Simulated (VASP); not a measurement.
The system is TiGaC4N4.

```xyz
10
Lattice="5.8844 0.0000 0.0000 0.0000 5.8844 0.0000 0.0000 0.0000 5.8844" Properties=species:S:1:pos:R:3 pbc="T T T"
Ti    2.9422    2.9422    2.9422
Ga    0.0000    0.0000    0.0000
C     1.0947    1.0947    1.0947
C     1.0947    4.7897    4.7897
C     4.7897    1.0947    4.7897
C     4.7897    4.7897    1.0947
N     1.7702    1.7702    1.7702
N     1.7702    4.1142    4.1142
N     4.1142    1.7702    4.1142
N     4.1142    4.1142    1.7702
```

* Program: VASP 6.6.1
* Task: relaxation of cell and atoms
* Functional: PBE
* Potentials or basis: VASP PAW PBE potentials, release 64 (Ti_sv, Ga_d, C, N)
* Cutoff: 600 eV
* k mesh: 4 × 4 × 4
* Occupations: gaussian, width 0.1 eV
* Spin: collinear spin
* Starting moments: [1.0, 0.0, 0.0, 0.0, 0.0, 0.0, 0.0, 0.0, 0.0, 0.0] μB

At the start: pressure 3.8 GPa; volume 20.37 Å³/atom.

Question: How do energy, volume and symmetry change on relaxing?

Answer: Over 15 steps the energy falls by 17.6 meV/atom and the volume is 21.22 Å³/atom (+4.1 %); space group P-43m (No. 215, to 0.1 Å) before and after; moment 2.78 μB per cell.

Step by step:
| step | energy change (eV) | largest force (eV/Å) | pressure (GPa) | volume (Å³) |
| --- | --- | --- | --- | --- |
| 1 | 0.0000 | 1.3720 | 3.84 | 203.75 |
| 2 | 1.2506 | 7.3128 | -8.20 | 218.48 |
| 3 | -0.0523 | 1.5255 | 1.27 | 206.02 |
| 4 | -0.1551 | 0.3187 | -1.47 | 217.25 |
| 5 | -0.1667 | 0.5230 | -0.87 | 214.40 |
| 6 | -0.0333 | 2.8379 | 3.24 | 210.91 |
| 7 | -0.1716 | 0.1223 | -0.25 | 213.83 |
| 8 | -0.1716 | 0.1325 | -0.24 | 213.82 |
| 9 | -0.1738 | 0.0898 | -0.13 | 213.12 |
| 10 | -0.1753 | 0.0564 | 0.13 | 211.69 |
| 11 | -0.1753 | 0.0535 | 0.09 | 211.87 |
| 12 | -0.1755 | 0.0897 | 0.15 | 212.00 |
| 13 | -0.1755 | 0.0795 | 0.14 | 211.99 |
| 14 | -0.1757 | 0.0504 | 0.08 | 212.06 |
| 15 | -0.1757 | 0.0066 | 0.02 | 212.17 |

Final structure:
```
Ti Ga C N
1.0
     5.96431    0.00000    0.00000
     0.00000    5.96431    0.00000
     0.00000    0.00000    5.96431
Ti Ga C N
1 1 4 4
Direct
  0.50000 0.50000 0.50000
  0.00000 0.00000 0.00000
  0.18983 0.18983 0.18983
  0.18983 0.81017 0.81017
  0.81017 0.18983 0.81017
  0.81017 0.81017 0.18983
  0.30433 0.30433 0.30433
  0.30433 0.69567 0.69567
  0.69567 0.30433 0.69567
  0.69567 0.69567 0.30433
```
